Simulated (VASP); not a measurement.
# InSb in VASP: single point with LDA

Aim: the single point of InSb with LDA.

Program: VASP 6.6.1. These are calculated values, not measurements. Logs are shortened: lines on timing, memory, paths and dates and some standing lists are left out, and cuts for length are marked.

### 1 The cell of the first run

The cell holds a slab with vacuum, 16 atoms: a = 9.150 Å, b = 9.150 Å, c = 17.669 Å, α = 90.00°, β = 90.00°, γ = 60.00°.

### 2 Single point, LDA

INCAR reads:

```
SYSTEM = InSb
  PREC = Accurate
  ENCUT = 520
  EDIFF = 1E-6
  ISMEAR = -1
  SIGMA = 0.1
  LREAL = Auto
  LASPH = .TRUE.
  NELM = 60
  ALGO = Normal
  ISIF = 2
  LWAVE = .FALSE.
  LCHARG = .FALSE.
  NBANDS = 86
```

KPOINTS reads:

```
regular mesh
0
G
  2 2 1
  0 0 0
```

POSCAR reads:

```
InSb
1.0
    9.1499616907      0.0000000000      0.0000000000
    4.5749808454      7.9240992678      0.0000000000
    0.0000000000      0.0000000000     17.6693200000
In Sb
8 8
Direct
    0.0000000000      0.0000000000      0.0565953000
    0.0000000000      0.5000000000      0.0565953000
    0.5000000000      0.0000000000      0.0565953000
    0.5000000000      0.5000000000      0.0565953000
    0.6666666667      0.6666666667      0.2598605663
    0.6666666667      0.1666666667      0.2598605663
    0.1666666667      0.6666666667      0.2598605663
    0.1666666667      0.1666666667      0.2598605663
    0.1666666667      0.1666666667      0.0926923136
    0.1666666667      0.6666666667      0.0926923136
    0.6666666667      0.1666666667      0.0926923136
    0.6666666667      0.6666666667      0.0926923136
    0.8333333333      0.8333333333      0.3117345814
    0.8333333333      0.3333333333      0.3117345814
    0.3333333333      0.8333333333      0.3117345814
    0.3333333333      0.3333333333      0.3117345814
```

Potentials or basis: VASP PAW LDA potentials, release 64 (In_d, Sb).

Launch:

```bash
$ cat potpaw_LDA.64/In_d/POTCAR potpaw_LDA.64/Sb/POTCAR > POTCAR
$ mpirun -np 1 vasp_std > vasp.out
```

OUTCAR:

```text
SYSTEM = InSb
   PREC = Accurate
   ENCUT = 520
   EDIFF = 1E-6
   ISMEAR = -1
   LREAL = Auto
   LASPH = .TRUE.
   NELM = 60
   ISIF = 2

 ion  position               nearest neighbor table
   1  0.000  0.000  0.057-  11 2.72  10 2.72   9 2.72
   2  0.000  0.500  0.057-  12 2.72   9 2.72  10 2.72
   3  0.500  0.000  0.057-   9 2.72  12 2.72  11 2.72
   4  0.500  0.500  0.057-  10 2.72  11 2.72  12 2.72
   5  0.667  0.667  0.260-  13 2.80  15 2.80  14 2.80  12 2.95
   6  0.667  0.167  0.260-  14 2.80  16 2.80  13 2.80  11 2.95
   7  0.167  0.667  0.260-  15 2.80  13 2.80  16 2.80  10 2.95
   8  0.167  0.167  0.260-  16 2.80  14 2.80  15 2.80   9 2.95
   9  0.167  0.167  0.093-   3 2.72   2 2.72   1 2.72   8 2.95
  10  0.167  0.667  0.093-   4 2.72   1 2.72   2 2.72   7 2.95
  11  0.667  0.167  0.093-   1 2.72   4 2.72   3 2.72   6 2.95
  12  0.667  0.667  0.093-   2 2.72   3 2.72   4 2.72   5 2.95
  13  0.833  0.833  0.312-   5 2.80   7 2.80   6 2.80
  14  0.833  0.333  0.312-   6 2.80   8 2.80   5 2.80
  15  0.333  0.833  0.312-   7 2.80   5 2.80   8 2.80
  16  0.333  0.333  0.312-   8 2.80   6 2.80   7 2.80

  LATTYP: Found a hexagonal cell.
 ALAT       =     9.1499616907
 C/A-ratio  =     1.9310813091

  Lattice vectors:

 A1 = (  -4.5749808454,  -7.9240992678,   0.0000000000)
 A2 = (   9.1499616907,   0.0000000000,   0.0000000000)
 A3 = (   0.0000000000,   0.0000000000,  17.6693200000)

Analysis of symmetry for initial positions (statically):
=====================================================================
 Subroutine PRICEL returns following result:

  LATTYP: Found a hexagonal cell.
 ALAT       =     4.5749808454
 C/A-ratio  =     3.8621626182

  Lattice vectors:

 A1 = (  -2.2874904227,  -3.9620496339,   0.0000000000)
 A2 = (   4.5749808453,   0.0000000000,   0.0000000000)
 A3 = (   0.0000000000,   0.0000000000,  17.6693200000)

   4 primitive cells build up your supercell.

 Routine SETGRP: Setting up the symmetry group for a
 hexagonal supercell.

 Subroutine GETGRP returns: Found  6 space group operations
 (whereof  6 operations were pure point group operations)
 out of a pool of 24 trial point group operations.

The static configuration has the point symmetry C_3v.

Analysis of symmetry for dynamics (positions and initial velocities):
=====================================================================
 Subroutine PRICEL returns following result:

  LATTYP: Found a hexagonal cell.
 ALAT       =     4.5749808454
 C/A-ratio  =     3.8621626182

  Lattice vectors:

 A1 = (  -2.2874904227,  -3.9620496339,   0.0000000000)
 A2 = (   4.5749808453,   0.0000000000,   0.0000000000)
 A3 = (   0.0000000000,   0.0000000000,  17.6693200000)

   4 primitive cells build up your supercell.

 Routine SETGRP: Setting up the symmetry group for a
 hexagonal supercell.

 Subroutine GETGRP returns: Found  6 space group operations
 (whereof  6 operations were pure point group operations)
 out of a pool of 24 trial point group operations.

The dynamic configuration has the point symmetry C_3v.

 Subroutine INISYM returns: Found  6 space group operations
 (whereof  6 operations are pure point group operations),
 and found     4 'primitive' translations

----------------------------------------------------------------------------------------

                                     Primitive cell

  volume of cell :     320.2794

  direct lattice vectors                    reciprocal lattice vectors
    -2.287490423 -3.962049634  0.000000000     0.000000000 -0.252394617  0.000000000
     4.574980845  0.000000000  0.000000000     0.218580150 -0.126197309  0.000000000
     0.000000000  0.000000000 17.669320000     0.000000000  0.000000000  0.056595274

  length of vectors
     4.574980845  4.574980845 17.669320000     0.252394617  0.252394617  0.056595274

  position of ions in fractional coordinates (direct lattice)
     0.000000000  0.000000000  0.056595300
     0.666666667  0.333333333  0.259860566
     0.666666667  0.333333333  0.092692314
     0.333333333  0.666666667  0.311734581

  ion indices of the primitive-cell ions
   primitive index   ion index
                 1           1
                 2           8
                 3           9
                 4          13

----------------------------------------------------------------------------------------

 KPOINTS: regular mesh

Automatic generation of k-mesh.
 Grid dimensions read from file:
 generate k-points for:    2    2    1

 Generating k-lattice:

  Cartesian coordinates                     Fractional coordinates (reciprocal lattice)
     0.054645038 -0.031549327  0.000000000     0.500000000  0.000000000  0.000000000
     0.000000000  0.063098654  0.000000000     0.000000000  0.500000000  0.000000000
     0.000000000  0.000000000  0.056595274     0.000000000  0.000000000  1.000000000

  Length of vectors
     0.063098654  0.063098654  0.056595274

  Shift w.r.t. Gamma in fractional coordinates (k-lattice)
     0.000000000  0.000000000  0.000000000

 Subroutine IBZKPT returns following result:
 ===========================================

 Found      2 irreducible k-points:

 Following reciprocal coordinates:
            Coordinates               Weight
  0.000000  0.000000  0.000000      1.000000
  0.500000 -0.000000  0.000000      3.000000
   k-points           NKPTS =      2   k-points in BZ     NKDIM =      2   number of bands    NBANDS=     86
   number of dos      NEDOS =    301   number of ions     NIONS =     16
   total plane-waves  NPLWV = 686000
   dimension x,y,z NGX =    70 NGY =   70 NGZ =  140
   dimension x,y,z NGXF=   140 NGYF=  140 NGZF=  280
   ions per type =               8   8
   NGX,Y,Z   is equivalent  to a cutoff of  12.72, 12.72, 13.17 a.u.
   NGXF,Y,Z  is equivalent  to a cutoff of  25.44, 25.44, 26.34 a.u.
 SYSTEM =  InSb
   PREC   = accura    normal or accurate (medium, high low for compatibility)
   ISTART =      0    job   : 0-new  1-cont  2-samecut
   ICHARG =      2    charge: 1-file 2-atom 10-const
   ISPIN  =      1    spin polarized calculation?
   LNONCOLLINEAR =      F non collinear calculations
   LSORBIT =      F    spin-orbit coupling
   LASPH  =      T    aspherical Exc in radial PAW
   ENCUT  =  520.0 eV  38.22 Ry    6.18 a.u.  17.01 17.01 32.85*2*pi/ulx,y,z
   NELM   =     60;   NELMIN=  2; NELMDL= -5     # of ELM steps
   EDIFF  = 0.1E-05   stopping-criterion for ELM
   LREAL  =      T    real-space projection
   EDIFFG = 0.1E-04   stopping-criterion for IOM
   NSW    =      0    number of steps for IOM
   IBRION =     -1    ionic relax: 0-MD 1-quasi-New 2-CG
   NFREE  =      0    steps in history (QN), initial steepest desc. (CG)
   ISIF   =      2    stress and relaxation
   ISYM   =      2    0-nonsym 1-usesym 2-fastsym
   POTIM  = 0.5000    time-step for ionic-motion
   TEBEG  =    0.0;   TEEND  =   0.0 temperature during run
   PSTRESS=    0.0 pullay stress
   NELECT =     144.0000    total number of electrons
   NUPDOWN=      -1.0000    fix difference up-down
   EMIN   =  10.00;   EMAX   =-10.00  energy-range for DOS
   EFERMI =   0.00;   METHOD = LEGACY
   ISMEAR =    -1;   SIGMA  =   0.10  broadening in eV -4-tet -1-fermi 0-gaus
   EFERMI_NEDOS =   21; number of points for ismear=-14 and -15
   IALGO  =     38    algorithm
   IMIX   =      4    mixing-type and parameters
     AMIX     =   0.40;   BMIX     =  1.00
     AMIX_MAG =   1.60;   BMIX_MAG =  1.00
  volume/ion in A,a.u.               =      80.07       540.34
  Fermi-wavevector in a.u.,A,eV,Ry     =   0.790071  1.493017  8.492917  0.624212
  Thomas-Fermi vector in A             =   1.895339
   LORBIT       =      0    0 simple, 1 ext, 2 COOP (PROOUT), +10 PAW based schemes
   GGA     = CA    functional components
   LHFCALC =     F    Hartree Fock is set to
   AEXX    =    0.0000 exact exchange contribution
   IVDW    =     0    specifies the selected vdW correction
   LEPSILON=     F    determine dielectric tensor
   LRPA    =     F    only Hartree local field effects (RPA)
 non-spin polarized calculation
  energy-cutoff  :      520.00
  volume of cell :     1281.12
 maximum number of plane-waves:     34500
 NGX is ok and might be reduce to    70
   NGX = 35   NGY = 35   NGZ = 65

 number of electron     144.0000006 magnetization

 Free energy of the ion-electron system (eV)
  ---------------------------------------------------
  ext. energy  EPLUGINS =         0.00000000
  ---------------------------------------------------
  free energy    TOTEN  =       -59.25329322 eV

  energy without entropy =      -59.11274909  energy(sigma->0) =      -59.18302116

 E-fermi :  -0.4345     XC(G=0):  -4.5087

 val. band max:       -0.4599979001   @ k =   0.0000   0.0000   0.0000
 cond. band min:       0.0032429477   @ k =   0.5000  -0.0000   0.0000
 fundamental gap:      0.4632408478
 Fermi energy:        -0.4345312360

 k-point     1 :       0.0000    0.0000    0.0000
  band No.  band energies     occupation
      1     -15.6875      2.00000
      2     -15.6875      2.00000
      3     -15.6875      2.00000
      4     -15.6752      2.00000
      5     -15.6166      2.00000
      6     -15.6166      2.00000
[... 76 lines left out ...]
     83       1.3382      0.00000
     84       1.4919      0.00000

 k-point     2 :       0.5000   -0.0000    0.0000
  band No.  band energies     occupation
      1     -15.6808      2.00000
      2     -15.6808      2.00000
      3     -15.6772      2.00000
      4     -15.6772      2.00000
      5     -15.6174      2.00000
      6     -15.6174      2.00000
[... 76 lines left out ...]
     83       2.6793      0.00000
     84       2.6793      0.00000
 [bands above 84 left out]

------------------------ aborting loop because EDIFF is reached ----------------------------------------

  FORCE on cell =-STRESS in cart. coord.  units (eV):
  Direction    XX          YY          ZZ          XY          YZ          ZX
  --------------------------------------------------------------------------------------
  -------------------------------------------------------------------------------------
  Total        3.4016149      3.4016149      0.1868012      0.0000000     -0.0000000     -0.0000000
  in kB        4.2540904      4.2540904      0.2336153      0.0000000     -0.0000000     -0.0000000
  external PRESSURE =       2.9139320 kB  Pullay stress =       0.0000000 kB

 VOLUME and BASIS-vectors are now :
 -----------------------------------------------------------------------------
  energy-cutoff  :      520.00
  volume of cell :     1281.12
      direct lattice vectors                 reciprocal lattice vectors
     9.149961691  0.000000000  0.000000000     0.109290075 -0.063098654  0.000000000
     4.574980845  7.924099268  0.000000000     0.000000000  0.126197309  0.000000000
     0.000000000  0.000000000 17.669320000     0.000000000  0.000000000  0.056595274

 POSITION                                       TOTAL-FORCE (eV/Angst)
 -----------------------------------------------------------------------------------
      0.00000      0.00000      1.00000         0.000000      0.000000     -0.032153
      2.28749      3.96205      1.00000         0.000000     -0.000000     -0.032153
      4.57498      0.00000      1.00000         0.000000     -0.000000     -0.032153
      6.86247      3.96205      1.00000         0.000000     -0.000000     -0.032153
      9.14996      5.28273      4.59156        -0.000000     -0.000000      0.035751
      6.86247      1.32068      4.59156        -0.000000     -0.000000      0.035751
[... 8 lines left out ...]
      6.86247      6.60342      5.50814         0.000000      0.000000     -0.004576
      4.57498      2.64137      5.50814         0.000000     -0.000000     -0.004576
 -----------------------------------------------------------------------------------
    total drift:                               -0.000002     -0.000001      0.006831

  FREE ENERGIE OF THE ION-ELECTRON SYSTEM (eV)
  ---------------------------------------------------
  free  energy   TOTEN  =       -59.2532932230 eV

  energy  without entropy=      -59.1127490906  energy(sigma->0) =      -59.18302116
```

Run time: 19 min. Hardware: 1 thread of Oxide Virtual Turin-like, shared host; peak memory 0.86 GiB.

Results:

```yaml
Free_energy: -59.2533 eV
Largest_force: 0.036 eV/Å
Band_gap_on_the_k_mesh: zero (filled and empty bands touch)
```

Forces in eV/Å, atoms in the order of the input:
```
In   0.000  0.000 -0.032
In   0.000  0.000 -0.032
In   0.000  0.000 -0.032
In   0.000  0.000 -0.032
In   0.000  0.000  0.036
In   0.000  0.000  0.036
In   0.000  0.000  0.036
In   0.000  0.000  0.036
Sb   0.000  0.000  0.001
Sb   0.000  0.000  0.001
Sb   0.000  0.000  0.001
Sb   0.000  0.000  0.001
Sb   0.000  0.000 -0.005
Sb   0.000  0.000 -0.005
Sb   0.000  0.000 -0.005
Sb   0.000  0.000 -0.005
```

Caveat: the k points lie up to 0.40 Å⁻¹ apart; spin-orbit coupling is left out, which moves the levels of the heavy elements.
